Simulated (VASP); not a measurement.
Ta3PbO, 5 atoms in the cell. Symmetry: P4/mmm, No. 123, tetragonal system. The conventional cell has a = 4.653 Å, b = 4.653 Å, c = 5.151 Å, α = 90.00°, β = 90.00°, γ = 90.00°. Within 3.1 Å of Ta (site symmetry mmm) lie 2 Pb at 2.33 Å and 2 O at 2.33 Å. Ta (site symmetry 4/mmm) has 2 Pb at 2.58 Å within 3.4 Å. Pb (site symmetry 4/mmm) has 6 Ta at 2.33 to 2.58 Å within 3.1 Å. Within 3.1 Å of O (site symmetry 4/mmm) lie 4 Ta at 2.33 Å. 

| Quantity | Value |
| --- | --- |
| Program | VASP 6.6.1 |
| Task | single point |
| Functional | PBE |
| Potentials or basis | VASP PAW PBE potentials, release 64 (Ta_pv, Pb_d, O) |
| Cutoff | 520 eV |
| k mesh | 4 × 4 × 4 |
| Occupations | gaussian, width 0.1 eV |
| Spin | collinear spin, ferromagnetic start |
| Starting moments | [1.0, 1.0, 1.0, 0.0, 0.0] μB |
| Dipole correction | no |
| Further INCAR settings | ALGO = Normal; EDIFF = 1e-07; NBANDS = 38 |

Potentials or basis: VASP PAW PBE potentials, release 64 (Ta_pv, Pb_d, O).

Launch:

```console
$ cat potpaw_PBE.64/Ta_pv/POTCAR potpaw_PBE.64/Pb_d/POTCAR potpaw_PBE.64/O/POTCAR > POTCAR
$ mpirun -np 1 vasp_std > vasp.out
```

Hardware: 1 thread of Intel(R) Xeon(R) 6975P-C (Granite Rapids), with other jobs on the host.

Task: How long does it take, and how much memory?

Result: Run time: 71 s on 1 thread of Intel(R) Xeon(R) 6975P-C (Granite Rapids), on a shared host, peak memory 0.33 GiB. Counts: scf iterations 20, k points 18.
